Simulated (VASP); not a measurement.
# HfN (F-43m) in VASP: settings compared, part 2 of 2

VASP 6.6.1. Earlier steps stand in the parts before.

## Step 3: Single point, PBE0

This run uses another cell than the first one, of 14.50 Å³/atom, 0.980 times its volume.

File POSCAR:

```
HfN
1.0
    0.0000000000      2.4383461881      2.4383461881
    2.4383461881      0.0000000000      2.4383461881
    2.4383461881      2.4383461881      0.0000000000
Hf N
1 1
Direct
    0.0000000000      0.0000000000      0.0000000000
    0.2500000000      0.2500000000      0.2500000000
```

File INCAR.step1:

```
ALGO     = Normal         # electronic algorithm
EDIFF    = 1E-5           # SCF threshold, eV
ENCUT    = 520            # plane-wave cutoff, eV
GGA      = PE             # functional
ISIF     = 2              # what is computed and relaxed
ISMEAR   = -1             # smearing method
LASPH    = True           # aspherical terms in the spheres
LREAL    = False          # projectors in reciprocal space
LWAVE    = True           # write WAVECAR
NBANDS   = 14             # bands
NELM     = 80             # most SCF steps
PREC     = Accurate       # precision mode
SIGMA    = 0.05           # smearing width, eV
```

File INCAR.step2:

```
AEXX     = 0.25           # exact-exchange fraction
ALGO     = Normal         # electronic algorithm
EDIFF    = 1E-6           # SCF threshold, eV
ENCUT    = 520            # plane-wave cutoff, eV
GGA      = PE             # functional
ISIF     = 2              # what is computed and relaxed
ISMEAR   = -1             # smearing method
ISTART   = 1            
LASPH    = True           # aspherical terms in the spheres
LCHARG   = True           # write CHGCAR
LELF     = True           # ELF
LHFCALC  = True           # exact exchange
LREAL    = False          # projectors in reciprocal space
LVHAR    = True         
LWAVE    = False          # write WAVECAR
NBANDS   = 14             # bands
NELM     = 80             # most SCF steps
PREC     = Accurate       # precision mode
PRECFOCK = Normal       
SIGMA    = 0.05           # smearing width, eV
```

File KPOINTS:

```
k-points
0
Gamma
  6 6 6
```

Potentials or basis: VASP PAW PBE potentials, release 64 (Hf_pv, N).

Started as:

```bash
$ cat potpaw_PBE.64/Hf_pv/POTCAR potpaw_PBE.64/N/POTCAR > POTCAR
$ cp INCAR.step1 INCAR
$ mpirun -np 1 vasp_std > vasp.out
$ cp INCAR.step2 INCAR
$ mpirun -np 1 vasp_std > vasp.out
```

OUTCAR:

```text
AEXX = 0.25
   EDIFF = 1E-6
   ENCUT = 520
   GGA = PE
   ISIF = 2
   ISMEAR = -1
   ISTART = 1
   LASPH = True
   LHFCALC = True
   LREAL = False
   NELM = 80
   PREC = Accurate
   PRECFOCK = Normal

 ion  position               nearest neighbor table
   1  0.000  0.000  0.000-   2 2.11   2 2.11   2 2.11   2 2.11
   2  0.250  0.250  0.250-   1 2.11   1 2.11   1 2.11   1 2.11

  LATTYP: Found a face centered cubic cell.
 ALAT       =     4.8766923762

  Lattice vectors:

[... 456 lines left out ...]
------------------------ aborting loop because EDIFF is reached ----------------------------------------

  FORCE on cell =-STRESS in cart. coord.  units (eV):
  Direction    XX          YY          ZZ          XY          YZ          ZX
  --------------------------------------------------------------------------------------
  -------------------------------------------------------------------------------------
  Total       -0.1228897     -0.1228897     -0.1228897      0.0000000     -0.0000000     -0.0000000
  in kB       -6.7906281     -6.7906281     -6.7906281      0.0000000     -0.0000000     -0.0000000
  external PRESSURE =      -6.7906281 kB  Pullay stress =       0.0000000 kB

 VOLUME and BASIS-vectors are now :
 -----------------------------------------------------------------------------
  energy-cutoff  :      520.00
  volume of cell :       28.99
      direct lattice vectors                 reciprocal lattice vectors
     0.000000000  2.438346188  2.438346188    -0.205057019  0.205057019  0.205057019
     2.438346188  0.000000000  2.438346188     0.205057019 -0.205057019  0.205057019
     2.438346188  2.438346188  0.000000000     0.205057019  0.205057019 -0.205057019

 POSITION                                       TOTAL-FORCE (eV/Angst)
 -----------------------------------------------------------------------------------
      0.00000      0.00000      0.00000         0.000000      0.000000      0.000000
      1.21917      1.21917      1.21917        -0.000000     -0.000000     -0.000000
 -----------------------------------------------------------------------------------
    total drift:                               -0.000000     -0.000000     -0.000000

  FREE ENERGIE OF THE ION-ELECTRON SYSTEM (eV)
  ---------------------------------------------------
  free  energy   TOTEN  =       -26.3135565537 eV

  energy  without entropy=      -26.3097271110  energy(sigma->0) =      -26.31164183
```

Run time: 19 min. Hardware: 1 thread of Intel Xeon Platinum 8488C (Sapphire Rapids), shared host; peak memory 0.17 GiB.

What came out:

```yaml
Free_energy: -26.3136 eV
Pressure: -0.7 GPa
```

Levels at points of the mesh, in eV from the Fermi level:
```
           k point  band 3  band 4  band 5  band 6  band 7  band 8  band 9  band 10  band 11  band 12
(0.00, 0.00, 0.00)  -34.53  -19.58   -7.63   -7.63   -7.63   -1.31    2.68     2.68     7.25     7.25
(0.50, 0.00, 0.00)  -34.61  -18.35   -7.91   -6.94   -6.94    1.58    3.18     3.18     4.54     5.74
(0.50, 0.50, 0.00)  -34.73  -17.93   -9.18   -5.56   -5.56   -2.53    2.55     4.69     5.08     5.08
```

Caveat: the k points lie up to 0.37 Å⁻¹ apart; the PAW data sets were made with another functional, which shifts forces and pressure a little; spin-orbit coupling is left out, which moves the levels of the heavy elements.

## Step 4: Single point, PBE0

File POSCAR:

```
HfN
1.0
    0.0000000000      2.4548220000      2.4548220000
    2.4548220000      0.0000000000      2.4548220000
    2.4548220000      2.4548220000      0.0000000000
Hf N
1 1
Direct
    0.0000000000      0.0000000000      0.0000000000
    0.2500000000      0.2500000000      0.2500000000
```

File INCAR.step1:

```
PREC = Accurate ; ENCUT = 520
EDIFF = 1E-5 ; ISMEAR = -1
SIGMA = 0.05 ; LREAL = False
LASPH = True ; NELM = 80
ALGO = Normal ; ISIF = 2
LWAVE = True ; LCHARG = False
NBANDS = 14 ; GGA = PE
```

File INCAR.step2:

```
PREC = Accurate ; ENCUT = 520
EDIFF = 1E-6 ; ISMEAR = -1
SIGMA = 0.05 ; LREAL = False
LASPH = True ; NELM = 80
ALGO = Normal ; ISIF = 2
LWAVE = False ; LCHARG = False
GGA = PE ; LHFCALC = True
AEXX = 0.25 ; PRECFOCK = Normal
NBANDS = 14 ; ISTART = 1
```

File KPOINTS:

```
Automatic mesh
0
Gamma
  6 6 6
```

Potentials or basis: VASP PAW PBE potentials, release 64 (Hf_pv, N).

Started as:

```bash
$ cat potpaw_PBE.64/Hf_pv/POTCAR potpaw_PBE.64/N/POTCAR > POTCAR
$ cp INCAR.step1 INCAR
$ mpirun -np 1 vasp_std > vasp.out
$ cp INCAR.step2 INCAR
$ mpirun -np 1 vasp_std > vasp.out
```

OUTCAR:

```text
PREC = Accurate
   ENCUT = 520
   EDIFF = 1E-6
   ISMEAR = -1
   LREAL = False
   LASPH = True
   NELM = 80
   ISIF = 2
   GGA = PE
   LHFCALC = True
   AEXX = 0.25
   PRECFOCK = Normal
   ISTART = 1

 ion  position               nearest neighbor table
   1  0.000  0.000  0.000-   2 2.13   2 2.13   2 2.13   2 2.13
   2  0.250  0.250  0.250-   1 2.13   1 2.13   1 2.13   1 2.13

  LATTYP: Found a face centered cubic cell.
 ALAT       =     4.9096440000

  Lattice vectors:

 A1 = (   0.0000000000,   2.4548220000,   2.4548220000)
 A2 = (   2.4548220000,   0.0000000000,   2.4548220000)
 A3 = (   2.4548220000,   2.4548220000,   0.0000000000)

Analysis of symmetry for initial positions (statically):
=====================================================================
 Subroutine PRICEL returns:
 Original cell was already a primitive cell.

 Routine SETGRP: Setting up the symmetry group for a
 face centered cubic supercell.

 Subroutine GETGRP returns: Found 24 space group operations
 (whereof 24 operations were pure point group operations)
[... 174 lines left out ...]
      3     -28.1785      2.00000
      4     -13.0446      2.00000
      5      -1.0946      2.00000
      6      -1.0946      2.00000
      7      -1.0946      2.00000
      8       5.0664      2.00000
      9       9.0520      0.00000
     10       9.0521      0.00000
     11      13.5407      0.00000
     12      13.5407      0.00000
     13      13.5407      0.00000
     14      19.7438      0.00000
[... 241 lines left out ...]
      1     -28.6626      2.00000
      2     -28.4411      2.00000
      3     -28.3714      2.00000
      4     -11.4488      2.00000
      5      -1.8676      2.00000
      6      -0.0333      2.00000
      7       0.9305      2.00000
      8       3.8237      2.00000
      9       8.1662      0.00000
     10      10.5414      0.00000
     11      11.6843      0.00000
     12      13.1799      0.00000
     13      17.2405      0.00000
     14      17.8755      0.00000

------------------------ aborting loop because EDIFF is reached ----------------------------------------

  FORCE on cell =-STRESS in cart. coord.  units (eV):
  Direction    XX          YY          ZZ          XY          YZ          ZX
  --------------------------------------------------------------------------------------
  -------------------------------------------------------------------------------------
  Total       -0.8826153     -0.8826153     -0.8826153      0.0000000      0.0000000      0.0000000
  in kB      -47.7960487    -47.7960487    -47.7960487      0.0000000      0.0000000      0.0000000
  external PRESSURE =     -47.7960487 kB  Pullay stress =       0.0000000 kB

 VOLUME and BASIS-vectors are now :
 -----------------------------------------------------------------------------
  energy-cutoff  :      520.00
  volume of cell :       29.59
      direct lattice vectors                 reciprocal lattice vectors
     0.000000000  2.454822000  2.454822000    -0.203680756  0.203680756  0.203680756
     2.454822000  0.000000000  2.454822000     0.203680756 -0.203680756  0.203680756
     2.454822000  2.454822000  0.000000000     0.203680756  0.203680756 -0.203680756

 POSITION                                       TOTAL-FORCE (eV/Angst)
 -----------------------------------------------------------------------------------
      0.00000      0.00000      0.00000        -0.000000     -0.000000     -0.000000
      1.22741      1.22741      1.22741         0.000000      0.000000      0.000000
 -----------------------------------------------------------------------------------
    total drift:                               -0.000000     -0.000000     -0.000000

  FREE ENERGIE OF THE ION-ELECTRON SYSTEM (eV)
  ---------------------------------------------------
  free  energy   TOTEN  =       -26.3037194595 eV

  energy  without entropy=      -26.2998708743  energy(sigma->0) =      -26.30179517
```

Run time: 19 min. Hardware: 1 thread of Intel Xeon Platinum 8488C (Sapphire Rapids), shared host; peak memory 0.18 GiB.

What came out:

| Quantity | Value |
| --- | --- |
| Free energy | -26.3037 eV |
| Pressure | -4.8 GPa |

Caveat: the k points lie up to 0.37 Å⁻¹ apart; the PAW data sets were made with another functional, which shifts forces and pressure a little; spin-orbit coupling is left out, which moves the levels of the heavy elements.

## Step 5: Summary

```csv
level,cell,k mesh,share of exact exchange,screening parameter,gap on the mesh (eV),pressure (GPa)
PBE-based screened hybrid,"a = 3.472 Å, angles 60.0°, 2 atoms",5 × 5 × 5,0.25,0.2 1/Å,none,-4.1
PBE0,"a = 3.448 Å, angles 60.0°, 2 atoms",6 × 6 × 6,-,-,none,-0.7
PBE0,"a = 3.472 Å, angles 60.0°, 2 atoms",6 × 6 × 6,-,-,none,-4.8
```

Alike in all rows: task single point; potentials or basis VASP PAW PBE potentials, release 64 (Hf_pv, N); no spin polarisation; cutoff (eV) 520; smearing fermi-dirac 0.05 eV.

Caveats: all runs use coarse meshes; the PAW data sets were made with another functional, which shifts forces and pressure a little; spin-orbit coupling is left out, which moves the levels of the heavy elements.

Absolute energies hang on the potentials; compare differences alone.
